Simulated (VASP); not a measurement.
# AgCl (Fm-3m) in VASP: notebook, part 3 of 3

VASP 6.6.1.

## (5) Electric field gradients, r2SCAN (volume scaled by 1.02)

File POSCAR:

```
AgCl
1.0
    0.0000000000      2.7910255385      2.7910255385
    2.7910255385      0.0000000000      2.7910255385
    2.7910255385      2.7910255385      0.0000000000
Ag Cl
1 1
Direct
    0.0000000000      0.0000000000      0.0000000000
    0.5000000000      0.5000000000      0.5000000000
```

File INCAR.step1:

```
PREC = Accurate ; ENCUT = 520
ISMEAR = -1 ; SIGMA = 0.01
LREAL = F ; LASPH = T
NELM = 60 ; NBANDS = 16
GGA = PE ; ALGO = Normal
EDIFF = 1E-4 ; LWAVE = T
LCHARG = F
```

File INCAR.step2:

```
PREC = Accurate ; ENCUT = 520
EDIFF = 1E-8 ; ISMEAR = -1
SIGMA = 0.01 ; LREAL = F
LASPH = T ; NELM = 60
ALGO = Normal ; ISIF = 2
LWAVE = F ; LCHARG = F
METAGGA = R2SCAN ; LMIXTAU = T
LEFG = T ; NBANDS = 16
ISTART = 1
```

File KPOINTS:

```
Automatic mesh
0
Gamma
  9 9 9
```

Potentials or basis: VASP PAW PBE potentials, release 64 (Ag, Cl).

The run is started by

```bash
> cat potpaw_PBE.64/Ag/POTCAR potpaw_PBE.64/Cl/POTCAR > POTCAR
> cp INCAR.step1 INCAR
> mpirun -np 1 vasp_std > vasp.out
> cp INCAR.step2 INCAR
> mpirun -np 1 vasp_std > vasp.out
```

OUTCAR:

```text
PREC = Accurate
   ENCUT = 520
   EDIFF = 1E-8
   ISMEAR = -1
   LREAL = F
   LASPH = T
   NELM = 60
   ISIF = 2
   METAGGA = R2SCAN
   ISTART = 1

 ion  position               nearest neighbor table
   1  0.000  0.000  0.000-   2 2.79   2 2.79   2 2.79   2 2.79   2 2.79   2 2.79
   2  0.500  0.500  0.500-   1 2.79   1 2.79   1 2.79   1 2.79   1 2.79   1 2.79

  LATTYP: Found a face centered cubic cell.
 ALAT       =     5.5820510770

  Lattice vectors:

 A1 = (   0.0000000000,   2.7910255385,   2.7910255385)
 A2 = (   2.7910255385,   0.0000000000,   2.7910255385)
 A3 = (   2.7910255385,   2.7910255385,   0.0000000000)

Analysis of symmetry for initial positions (statically):
=====================================================================
 Subroutine PRICEL returns:
 Original cell was already a primitive cell.

 Routine SETGRP: Setting up the symmetry group for a
 face centered cubic supercell.

[... 645 lines left out ...]
      direct lattice vectors                 reciprocal lattice vectors
     0.000000000  2.791025539  2.791025539    -0.179145620  0.179145620  0.179145620
     2.791025539  0.000000000  2.791025539     0.179145620 -0.179145620  0.179145620
     2.791025539  2.791025539  0.000000000     0.179145620  0.179145620 -0.179145620

 POSITION                                       TOTAL-FORCE (eV/Angst)
 -----------------------------------------------------------------------------------
      0.00000      0.00000      0.00000         0.000000      0.000000      0.000000
      2.79103      2.79103      2.79103        -0.000000     -0.000000     -0.000000
 -----------------------------------------------------------------------------------
    total drift:                               -0.000000      0.000000      0.000000

  FREE ENERGIE OF THE ION-ELECTRON SYSTEM (eV)
  ---------------------------------------------------
  free  energy   TOTEN  =       -28.6406368241 eV

  energy  without entropy=      -28.6406368241  energy(sigma->0) =      -28.64063682

 Electric field gradients (V/A^2)
---------------------------------------------------------------------
 ion       V_xx      V_yy      V_zz      V_xy      V_xz      V_yz
---------------------------------------------------------------------
   1       0.000    -0.000     0.000     0.000     0.000     0.000
   2      -0.000    -0.000     0.000    -0.000    -0.000    -0.000
---------------------------------------------------------------------

 Electric field gradients after diagonalization (V/A^2)
 (convention: |V_zz| > |V_xx| > |V_yy|)
----------------------------------------------------------------------
 ion       V_xx      V_yy      V_zz     asymmetry (V_yy - V_xx)/ V_zz
----------------------------------------------------------------------
   1      -0.000    -0.000     0.000       0.000
   2       0.000     0.000    -0.001       0.000
----------------------------------------------------------------------

           NMR quadrupolar parameters

 Cq : quadrupolar parameter    Cq=e*Q*V_zz/h
 eta: asymmetry parameters     (V_yy - V_xx)/ V_zz
 Q  : nuclear electric quadrupole moment in mb (millibarn)
----------------------------------------------------------------------
 ion       Cq(MHz)       eta       Q (mb)
----------------------------------------------------------------------
   1       0.000       0.000       1.000
   2      -0.000       0.000       1.000
----------------------------------------------------------------------
```

OSZICAR.step1:

```text
N       E                     dE             d eps       ncg     rms          rms(c)
DAV:   1     0.999022102691E+02    0.99902E+02   -0.86906E+03  1144   0.101E+03
DAV:   2    -0.174365410003E+01   -0.10165E+03   -0.93373E+02  1424   0.221E+02
DAV:   3    -0.556021514001E+01   -0.38166E+01   -0.38078E+01  1384   0.447E+01
DAV:   4    -0.558688883888E+01   -0.26674E-01   -0.26672E-01  1456   0.405E+00
DAV:   5    -0.558724621067E+01   -0.35737E-03   -0.35737E-03  1352   0.459E-01    0.584E+00
DAV:   6    -0.540451074717E+01    0.18274E+00   -0.24937E-01  1432   0.642E+00    0.379E+00
DAV:   7    -0.540054892935E+01    0.39618E-02   -0.96342E-02  1368   0.206E+00    0.193E+00
DAV:   8    -0.539988221838E+01    0.66671E-03   -0.47576E-03  1312   0.705E-01    0.306E-01
DAV:   9    -0.539996544515E+01   -0.83227E-04   -0.48677E-04  1472   0.280E-01
   1 F= -.53999654E+01 E0= -.53999654E+01  d E =-.132511E-14
```

It took 59 s on 1 thread of Intel Xeon 6975P-C (Granite Rapids), shared host; peak memory 0.19 GiB.

What came out:

* Free energy: -28.6406 eV
* Pressure: -1.0 GPa
* Band gap on the k mesh: 1.47 eV, indirect (least direct gap 3.60 eV)

Caveat: without QUAD_EFG the Cq values of the log hold for a quadrupole moment of 1 mb, not for the nuclei; the PAW data sets were made with another functional, which shifts forces and pressure a little. A k mesh can miss the band edges.

## (6) Electric field gradients, r2SCAN (volume scaled by 1.04)

File POSCAR:

```
AgCl
1.0
    0.0000000000      2.8091495888      2.8091495888
    2.8091495888      0.0000000000      2.8091495888
    2.8091495888      2.8091495888      0.0000000000
Ag Cl
1 1
Direct
    0.0000000000      0.0000000000      0.0000000000
    0.5000000000      0.5000000000      0.5000000000
```

File INCAR.step1:

```
ALGO = Normal
EDIFF = 1E-4
ENCUT = 520
GGA = PE
ISMEAR = -1
LASPH = True
LCHARG = False
LREAL = False
LWAVE = True
NBANDS = 16
NELM = 80
PREC = Accurate
SIGMA = 0.01
```

File INCAR.step2:

```
ALGO = Normal
EDIFF = 1E-8
ENCUT = 520
ISIF = 2
ISMEAR = -1
ISTART = 1
LASPH = True
LCHARG = False
LEFG = True
LMIXTAU = True
LREAL = False
LWAVE = False
METAGGA = R2SCAN
NBANDS = 16
NELM = 80
PREC = Accurate
SIGMA = 0.01
```

File KPOINTS:

```
k-points
0
Gamma
  9 9 9
```

Potentials or basis: VASP PAW PBE potentials, release 64 (Ag, Cl).

The run is started by

```bash
> cat potpaw_PBE.64/Ag/POTCAR potpaw_PBE.64/Cl/POTCAR > POTCAR
> cp INCAR.step1 INCAR
> mpirun -np 1 vasp_std > vasp.out
> cp INCAR.step2 INCAR
> mpirun -np 1 vasp_std > vasp.out
```

OUTCAR:

```text
EDIFF = 1E-8
   ENCUT = 520
   ISIF = 2
   ISMEAR = -1
   ISTART = 1
   LASPH = True
   LREAL = False
   METAGGA = R2SCAN
   NELM = 80
   PREC = Accurate

 ion  position               nearest neighbor table
   1  0.000  0.000  0.000-   2 2.81   2 2.81   2 2.81   2 2.81   2 2.81   2 2.81
   2  0.500  0.500  0.500-   1 2.81   1 2.81   1 2.81   1 2.81   1 2.81   1 2.81

  LATTYP: Found a face centered cubic cell.
 ALAT       =     5.6182991776

  Lattice vectors:

 A1 = (   0.0000000000,   2.8091495888,   2.8091495888)
 A2 = (   2.8091495888,   0.0000000000,   2.8091495888)
 A3 = (   2.8091495888,   2.8091495888,   0.0000000000)

Analysis of symmetry for initial positions (statically):
=====================================================================
 Subroutine PRICEL returns:
 Original cell was already a primitive cell.

 Routine SETGRP: Setting up the symmetry group for a
 face centered cubic supercell.

 Subroutine GETGRP returns: Found 48 space group operations
 (whereof 48 operations were pure point group operations)
 out of a pool of 48 trial point group operations.
[... 644 lines left out ...]
     2.809149589  0.000000000  2.809149589     0.177989809 -0.177989809  0.177989809
     2.809149589  2.809149589  0.000000000     0.177989809  0.177989809 -0.177989809

 POSITION                                       TOTAL-FORCE (eV/Angst)
 -----------------------------------------------------------------------------------
      0.00000      0.00000      0.00000         0.000000     -0.000000     -0.000000
      2.80915      2.80915      2.80915        -0.000000      0.000000      0.000000
 -----------------------------------------------------------------------------------
    total drift:                               -0.000000      0.000000      0.000000

  FREE ENERGIE OF THE ION-ELECTRON SYSTEM (eV)
  ---------------------------------------------------
  free  energy   TOTEN  =       -28.6332757146 eV

  energy  without entropy=      -28.6332757146  energy(sigma->0) =      -28.63327571

 Electric field gradients (V/A^2)
---------------------------------------------------------------------
 ion       V_xx      V_yy      V_zz      V_xy      V_xz      V_yz
---------------------------------------------------------------------
   1      -0.000     0.000     0.000     0.001     0.001     0.001
   2       0.000    -0.000     0.000    -0.000    -0.000    -0.000
---------------------------------------------------------------------

 Electric field gradients after diagonalization (V/A^2)
 (convention: |V_zz| > |V_xx| > |V_yy|)
----------------------------------------------------------------------
 ion       V_xx      V_yy      V_zz     asymmetry (V_yy - V_xx)/ V_zz
----------------------------------------------------------------------
   1      -0.001    -0.001     0.001       0.000
   2       0.000     0.000    -0.000       0.000
----------------------------------------------------------------------

           NMR quadrupolar parameters

 Cq : quadrupolar parameter    Cq=e*Q*V_zz/h
 eta: asymmetry parameters     (V_yy - V_xx)/ V_zz
 Q  : nuclear electric quadrupole moment in mb (millibarn)
----------------------------------------------------------------------
 ion       Cq(MHz)       eta       Q (mb)
----------------------------------------------------------------------
   1       0.000       0.000       1.000
   2      -0.000       0.000       1.000
----------------------------------------------------------------------
```

OUTCAR.step1:

```text
EDIFF = 1E-4
   ENCUT = 520
   GGA = PE
   ISMEAR = -1
   LASPH = True
[... 677 lines left out ...]
      0.00000      0.00000      0.00000         0.000000      0.000000     -0.000000
      2.80915      2.80915      2.80915        -0.000000     -0.000000      0.000000
 -----------------------------------------------------------------------------------
    total drift:                               -0.000000      0.000000      0.000000

  FREE ENERGIE OF THE ION-ELECTRON SYSTEM (eV)
  ---------------------------------------------------
  free  energy   TOTEN  =        -5.4010407930 eV

  energy  without entropy=       -5.4010407930  energy(sigma->0) =       -5.40104079
```

Run time: 62 s. Hardware: 1 thread of Intel Xeon 6975P-C (Granite Rapids), shared host; peak memory 0.18 GiB.

Results:

```
Free energy            : -28.6333 eV
Pressure               : -1.9 GPa
Band gap on the k mesh : 1.47 eV, indirect (least direct gap 3.54 eV)
```

Caveat: without QUAD_EFG the Cq values of the log hold for a quadrupole moment of 1 mb, not for the nuclei; the PAW data sets were made with another functional, which shifts forces and pressure a little. A k mesh can miss the band edges.

## (7) Summary

| cell | gap on the mesh (eV) | pressure (GPa) |
| --- | --- | --- |
| a = 3.895 Å, angles 60.0°, 2 atoms | 1.47 | 1.0 |
| a = 3.921 Å, angles 60.0°, 2 atoms | 1.47 | -0.1 |
| a = 3.947 Å, angles 60.0°, 2 atoms | 1.47 | -1.0 |
| a = 3.973 Å, angles 60.0°, 2 atoms | 1.47 | -1.9 |

Alike in all rows: task electric field gradients; level r2SCAN; potentials or basis VASP PAW PBE potentials, release 64 (Ag, Cl); no spin polarisation; k mesh 9 × 9 × 9; cutoff (eV) 520; smearing fermi-dirac 0.01 eV.

Caveats: the PAW data sets were made with another functional, which shifts forces and pressure a little.

Total energies depend on the potentials used, so only differences within one code and one set of settings carry meaning.
